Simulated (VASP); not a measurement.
# Y (Fd-3m) in VASP: a series of runs

Y is run at these levels: PBE; tasks: single point.

Program: VASP 6.6.1. These are calculated values, not measurements. Logs are shortened: lines on timing, memory, paths and dates and some standing lists are left out, and cuts for length are marked.

## 1. The cell of the first run

Symmetry: Fd-3m, No. 227, cubic system. Conventional cell: a = 5.404 Å, b = 5.404 Å, c = 5.404 Å, α = 90.00°, β = 90.00°, γ = 90.00°. Within 3.1 Å of Y (site symmetry -43m) lie 4 Y at 2.34 Å.

This isn't the form of Y at room conditions, which is hcp.

## 2. Single point, PBE

File INCAR:

```
PREC = Accurate ; ENCUT = 500
EDIFF = 1E-6 ; ISMEAR = -1
SIGMA = 0.05 ; LREAL = False
LASPH = True ; NELM = 120
ALGO = Normal ; ISIF = 2
LWAVE = False ; LCHARG = False
GGA = PE ; NBANDS = 18
GGA_COMPAT = False
```

File KPOINTS:

```
regular mesh
0
Gamma
  6 6 6
```

File POSCAR:

```
Y
1.0
    0.0000000000      2.7019918755      2.7019918755
    2.7019918755      0.0000000000      2.7019918755
    2.7019918755      2.7019918755      0.0000000000
Y
2
Direct
    1.0000000000      1.0000000000      1.0000000000
    0.2500000000      0.2500000000      0.2500000000
```

Potentials or basis: VASP PAW PBE potentials, release 64 (Y_sv).

Launch:

```sh
> cat potpaw_PBE.64/Y_sv/POTCAR > POTCAR
> mpirun -np 1 vasp_std > vasp.out
```

OUTCAR:

```text
PREC = Accurate
   ENCUT = 500
   EDIFF = 1E-6
   ISMEAR = -1
   LREAL = False
   LASPH = True
   NELM = 120
   ISIF = 2
   GGA = PE

 ion  position               nearest neighbor table
   1  0.000  0.000  0.000-   2 2.34   2 2.34   2 2.34   2 2.34
   2  0.250  0.250  0.250-   1 2.34   1 2.34   1 2.34   1 2.34

  LATTYP: Found a face centered cubic cell.
 ALAT       =     5.4039837510

  Lattice vectors:

 A1 = (   0.0000000000,   2.7019918755,   2.7019918755)
 A2 = (   2.7019918755,   0.0000000000,   2.7019918755)
 A3 = (   2.7019918755,   2.7019918755,   0.0000000000)

Analysis of symmetry for initial positions (statically):
=====================================================================
 Subroutine PRICEL returns:
 Original cell was already a primitive cell.

 Routine SETGRP: Setting up the symmetry group for a
 face centered cubic supercell.

 Subroutine GETGRP returns: Found 48 space group operations
 (whereof 24 operations were pure point group operations)
 out of a pool of 48 trial point group operations.

The static configuration has the point symmetry T_d .
 The point group associated with its full space group is O_h .

Analysis of symmetry for dynamics (positions and initial velocities):
=====================================================================
 Subroutine PRICEL returns:
 Original cell was already a primitive cell.

 Routine SETGRP: Setting up the symmetry group for a
 face centered cubic supercell.

 Subroutine GETGRP returns: Found 48 space group operations
 (whereof 24 operations were pure point group operations)
 out of a pool of 48 trial point group operations.

The dynamic configuration has the point symmetry T_d .
 The point group associated with its full space group is O_h .

 Subroutine INISYM returns: Found 48 space group operations
 (whereof 24 operations are pure point group operations),
 and found     1 'primitive' translations

----------------------------------------------------------------------------------------

                                     Primitive cell

  volume of cell :      39.4532

  direct lattice vectors                    reciprocal lattice vectors
     0.000000000  2.701991876  2.701991876    -0.185048669  0.185048669  0.185048669
     2.701991876  0.000000000  2.701991876     0.185048669 -0.185048669  0.185048669
     2.701991876  2.701991876  0.000000000     0.185048669  0.185048669 -0.185048669

  length of vectors
     3.821193556  3.821193556  3.821193556     0.320513696  0.320513696  0.320513696

  position of ions in fractional coordinates (direct lattice)
     0.000000000  0.000000000  0.000000000
     0.250000000  0.250000000  0.250000000

  ion indices of the primitive-cell ions
   primitive index   ion index
                 1           1
                 2           2

----------------------------------------------------------------------------------------

 KPOINTS: regular mesh

Automatic generation of k-mesh.
 Grid dimensions read from file:
 generate k-points for:    6    6    6

 Generating k-lattice:

  Cartesian coordinates                     Fractional coordinates (reciprocal lattice)
    -0.030841445  0.030841445  0.030841445     0.166666667  0.000000000  0.000000000
     0.030841445 -0.030841445  0.030841445     0.000000000  0.166666667  0.000000000
     0.030841445  0.030841445 -0.030841445     0.000000000  0.000000000  0.166666667

  Length of vectors
     0.053418949  0.053418949  0.053418949

  Shift w.r.t. Gamma in fractional coordinates (k-lattice)
     0.000000000  0.000000000  0.000000000

 Subroutine IBZKPT returns following result:
 ===========================================

 Found     16 irreducible k-points:

 Following reciprocal coordinates:
            Coordinates               Weight
  0.000000  0.000000  0.000000      1.000000
  0.166667  0.000000  0.000000      8.000000
  0.333333  0.000000  0.000000      8.000000
  0.500000  0.000000  0.000000      4.000000
  0.166667  0.166667  0.000000      6.000000
  0.333333  0.166667  0.000000     24.000000
[... 8 lines left out ...]
 -0.333333  0.333333  0.166667     24.000000
 -0.333333  0.500000  0.166667     12.000000
   k-points           NKPTS =     16   k-points in BZ     NKDIM =     16   number of bands    NBANDS=     18
   number of dos      NEDOS =    301   number of ions     NIONS =      2
   total plane-waves  NPLWV =  21952
   dimension x,y,z NGX =    28 NGY =   28 NGZ =   28
   dimension x,y,z NGXF=    56 NGYF=   56 NGZF=   56
   ions per type =               2
   NGX,Y,Z   is equivalent  to a cutoff of  12.18, 12.18, 12.18 a.u.
   NGXF,Y,Z  is equivalent  to a cutoff of  24.36, 24.36, 24.36 a.u.
 SYSTEM =  unknown system
   PREC   = accura    normal or accurate (medium, high low for compatibility)
   ISTART =      0    job   : 0-new  1-cont  2-samecut
   ICHARG =      2    charge: 1-file 2-atom 10-const
   ISPIN  =      1    spin polarized calculation?
   LNONCOLLINEAR =      F non collinear calculations
   LSORBIT =      F    spin-orbit coupling
   LASPH  =      T    aspherical Exc in radial PAW
   ENCUT  =  500.0 eV  36.75 Ry    6.06 a.u.   6.97  6.97  6.97*2*pi/ulx,y,z
   NELM   =    120;   NELMIN=  2; NELMDL= -5     # of ELM steps
   EDIFF  = 0.1E-05   stopping-criterion for ELM
   LREAL  =      F    real-space projection
   EDIFFG = 0.1E-04   stopping-criterion for IOM
   NSW    =      0    number of steps for IOM
   IBRION =     -1    ionic relax: 0-MD 1-quasi-New 2-CG
   NFREE  =      0    steps in history (QN), initial steepest desc. (CG)
   ISIF   =      2    stress and relaxation
   ISYM   =      2    0-nonsym 1-usesym 2-fastsym
   POTIM  = 0.5000    time-step for ionic-motion
   TEBEG  =    0.0;   TEEND  =   0.0 temperature during run
   PSTRESS=    0.0 pullay stress
   NELECT =      22.0000    total number of electrons
   NUPDOWN=      -1.0000    fix difference up-down
   EMIN   =  10.00;   EMAX   =-10.00  energy-range for DOS
   EFERMI =   0.00;   METHOD = LEGACY
   ISMEAR =    -1;   SIGMA  =   0.05  broadening in eV -4-tet -1-fermi 0-gaus
   EFERMI_NEDOS =   21; number of points for ismear=-14 and -15
   IALGO  =     38    algorithm
   IMIX   =      4    mixing-type and parameters
     AMIX     =   0.40;   BMIX     =  1.00
     AMIX_MAG =   1.60;   BMIX_MAG =  1.00
  volume/ion in A,a.u.               =      19.73       133.12
  Fermi-wavevector in a.u.,A,eV,Ry     =   1.347478  2.546364 24.704057  1.815697
  Thomas-Fermi vector in A             =   2.475225
   LORBIT       =      0    0 simple, 1 ext, 2 COOP (PROOUT), +10 PAW based schemes
   GGA     = PE    functional components
   LHFCALC =     F    Hartree Fock is set to
   AEXX    =    0.0000 exact exchange contribution
   IVDW    =     0    specifies the selected vdW correction
   LEPSILON=     F    determine dielectric tensor
   LRPA    =     F    only Hartree local field effects (RPA)
 non-spin polarized calculation
  energy-cutoff  :      500.00
  volume of cell :       39.45
 maximum number of plane-waves:      1018
   NGX = 13   NGY = 13   NGZ = 13

 number of electron      21.9999999 magnetization

 Free energy of the ion-electron system (eV)
  ---------------------------------------------------
  ext. energy  EPLUGINS =         0.00000000
  ---------------------------------------------------
  free energy    TOTEN  =        -6.16063167 eV

  energy without entropy =       -6.15221678  energy(sigma->0) =       -6.15642423

 E-fermi :   6.2504     XC(G=0): -11.4019

 val. band max:        6.2201850929   @ k =   0.3333   0.3333   0.0000
 cond. band min:       6.3897751821   @ k =  -0.3333   0.5000   0.1667
 fundamental gap:      0.1695900893
 Fermi energy:         6.2504073659

 k-point     1 :       0.0000    0.0000    0.0000
  band No.  band energies     occupation
      1     -38.2117      2.00000
      2     -35.0501      2.00000
      3     -18.5989      2.00000
      4     -18.5989      2.00000
      5     -18.5989      2.00000
      6     -15.4953      2.00000
[... 10 lines left out ...]
     17      10.9193      0.00000
     18      16.0318      0.00000

 k-point     2 :       0.1667    0.0000    0.0000
  band No.  band energies     occupation
      1     -38.0770      2.00000
      2     -35.2371      2.00000
      3     -18.7276      2.00000
      4     -18.7276      2.00000
      5     -18.6173      2.00000
      6     -15.3742      2.00000
[... 10 lines left out ...]
     17      10.5464      0.00000
     18      16.1362      0.00000

 k-point     3 :       0.3333    0.0000    0.0000
  band No.  band energies     occupation
      1     -37.7416      2.00000
      2     -35.6748      2.00000
      3     -18.9510      2.00000
      4     -18.9510      2.00000
      5     -18.6904      2.00000
      6     -15.0615      2.00000
[... 10 lines left out ...]
     17      11.4629      0.00000
     18      15.4108      0.00000

 k-point     4 :       0.5000    0.0000    0.0000
  band No.  band energies     occupation
      1     -37.5090      2.00000
      2     -35.9575      2.00000
      3     -19.0502      2.00000
      4     -19.0502      2.00000
      5     -18.7408      2.00000
      6     -14.8731      2.00000
[... 207 lines left out ...]
      4     -19.2510      2.00000
      5     -17.7350      2.00000
      6     -15.9860      2.00000
[... 10 lines left out ...]
     17      11.0098      0.00000
     18      11.9088      0.00000

 k-point    15 :      -0.3333    0.3333    0.1667
  band No.  band energies     occupation
      1     -37.1441      2.00000
      2     -36.3696      2.00000
      3     -19.6234      2.00000
      4     -19.3552      2.00000
      5     -17.4913      2.00000
      6     -16.1078      2.00000
[... 10 lines left out ...]
     17      11.4892      0.00000
     18      12.8614      0.00000

 k-point    16 :      -0.3333    0.5000    0.1667
  band No.  band energies     occupation
      1     -36.7648      2.00000
      2     -36.7648      2.00000
      3     -19.5562      2.00000
      4     -19.5562      2.00000
      5     -16.8226      2.00000
      6     -16.8226      2.00000
[... 10 lines left out ...]
     17      13.3713      0.00000
     18      13.3713      0.00000

------------------------ aborting loop because EDIFF is reached ----------------------------------------

  FORCE on cell =-STRESS in cart. coord.  units (eV):
  Direction    XX          YY          ZZ          XY          YZ          ZX
  --------------------------------------------------------------------------------------
  -------------------------------------------------------------------------------------
  Total       11.0822085     11.0822085     11.0822085      0.0000000      0.0000000      0.0000000
  in kB      450.0438050    450.0438050    450.0438050      0.0000000      0.0000000      0.0000000
  external PRESSURE =     450.0438050 kB  Pullay stress =       0.0000000 kB

 VOLUME and BASIS-vectors are now :
 -----------------------------------------------------------------------------
  energy-cutoff  :      500.00
  volume of cell :       39.45
      direct lattice vectors                 reciprocal lattice vectors
     0.000000000  2.701991876  2.701991876    -0.185048669  0.185048669  0.185048669
     2.701991876  0.000000000  2.701991876     0.185048669 -0.185048669  0.185048669
     2.701991876  2.701991876  0.000000000     0.185048669  0.185048669 -0.185048669

 POSITION                                       TOTAL-FORCE (eV/Angst)
 -----------------------------------------------------------------------------------
      0.00000      0.00000      0.00000         0.000000     -0.000000      0.000000
      1.35100      1.35100      1.35100        -0.000000      0.000000     -0.000000
 -----------------------------------------------------------------------------------
    total drift:                                0.000000      0.000000      0.000000

  FREE ENERGIE OF THE ION-ELECTRON SYSTEM (eV)
  ---------------------------------------------------
  free  energy   TOTEN  =        -6.1606316746 eV

  energy  without entropy=       -6.1522167808  energy(sigma->0) =       -6.15642423
```

It took 21 s on 1 thread of AMD EPYC 7R43 (Zen 3), shared host; peak memory 0.13 GiB.

Results:

```yaml
Free_energy: -6.1606 eV
Pressure: 45.0 GPa
Band_gap_on_the_k_mesh: zero (bands 11 and 12 overlap by 1.08 eV)
```

Caveat: the cell stands under pressure.

## 3. Single point, PBE

This run uses another cell than the first one, of 21.47 Å³/atom.

File INCAR:

```
PREC = Accurate
ENCUT = 500
EDIFF = 1E-6
ISMEAR = -1
SIGMA = 0.05
LREAL = False
LASPH = True
NELM = 120
ALGO = Normal
ISIF = 2
LWAVE = False
LCHARG = True
GGA = PE
LELF = True
LVHAR = True
NBANDS = 18
GGA_COMPAT = False
```

KPOINTS is that of step 2.

File POSCAR:

```
Y
1.0
    0.0000000000      2.7792306564      2.7792306564
    2.7792306564      0.0000000000      2.7792306564
    2.7792306564      2.7792306564      0.0000000000
Y
2
Direct
    1.0000000000      1.0000000000      1.0000000000
    0.2500000000      0.2500000000      0.2500000000
```

Potentials or basis: VASP PAW PBE potentials, release 64 (Y_sv).

Launch:

```sh
> cat potpaw_PBE.64/Y_sv/POTCAR > POTCAR
> mpirun -np 1 vasp_std > vasp.out
```

Wall time 25 s (1 thread of AMD EPYC 7R43 (Zen 3), shared host); peak memory 0.14 GiB.

The run converged. Its results:

| Quantity | Value |
| --- | --- |
| Free energy | -6.9625 eV |
| Pressure | 30.1 GPa |
| Band gap on the k mesh | zero (bands 11 and 12 overlap by 1.25 eV) |

Levels at points of the mesh, in eV from the Fermi level:
| k point | band 9 | band 10 | band 11 | band 12 | band 13 | band 14 |
| --- | --- | --- | --- | --- | --- | --- |
| (0.00, 0.00, 0.00) | -4.57 | -1.67 | -1.67 | 0.77 | 0.77 | 0.77 |
| (0.50, 0.00, 0.00) | -2.25 | -1.43 | -1.43 | -1.03 | 0.00 | 0.00 |
| (0.50, 0.50, 0.00) | -3.25 | -3.25 | 0.03 | 0.03 | 2.22 | 2.22 |

Caveat: the cell stands under pressure.

(Part 1 of 2 ends here.)
